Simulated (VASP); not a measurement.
# Ir: single point with PBEsol

Ir, a slab with vacuum:

```xyz
6
Lattice="2.7084 0.0000 0.0000 0.0000 2.7084 0.0000 0.0000 0.0000 24.5756" Properties=species:S:1:pos:R:3 pbc="T T T"
Ir    1.3542    1.3542    7.5824
Ir    0.0000    0.0000    9.3972
Ir    1.3542    1.3542   11.3240
Ir    0.0000    0.0000   13.2516
Ir    1.3542    1.3542   15.1784
Ir    0.0000    0.0000   16.9932
```

| Item | Value |
| --- | --- |
| Program | VASP 6.6.1 |
| Task | single point |
| Functional | PBEsol |
| Potentials or basis | VASP PAW PBE potentials, release 64 (Ir) |
| Cutoff | 520 eV |
| k mesh | 13 × 13 × 1 |
| Occupations | gaussian, width 0.1 eV |
| Spin | no spin polarisation |

The largest force is 0.073 eV/Å and the band gap on the k mesh is zero (band 27 reaches 3.12 eV, above the bottom of band 28 at 1.05 eV).

Forces in eV/Å, atoms in the order of the input:
```
Ir   0.000  0.000 -0.073
Ir   0.000  0.000  0.012
Ir   0.000  0.000  0.009
Ir   0.000  0.000 -0.009
Ir   0.000  0.000 -0.012
Ir   0.000  0.000  0.073
```

Levels at points of the mesh, in eV from the Fermi level:
| k point | band 24 | band 25 | band 26 | band 27 | band 28 | band 29 | band 30 | band 31 | band 32 | band 33 |
| --- | --- | --- | --- | --- | --- | --- | --- | --- | --- | --- |
| (0.00, 0.00, 0.00) | -1.10 | -0.88 | -0.70 | -0.70 | -0.28 | 0.41 | 0.59 | 0.59 | 0.93 | 0.94 |

Wall time 5.9 min on 1 thread of Intel(R) Xeon(R) Platinum 8259CL CPU @ 2.50GHz (Skylake/Cascade Lake), on a shared host, peak memory 0.33 GiB.

Caveat: the PAW data sets were made with another functional, which shifts forces and pressure a little; spin-orbit coupling is left out, which moves the levels of the heavy elements.
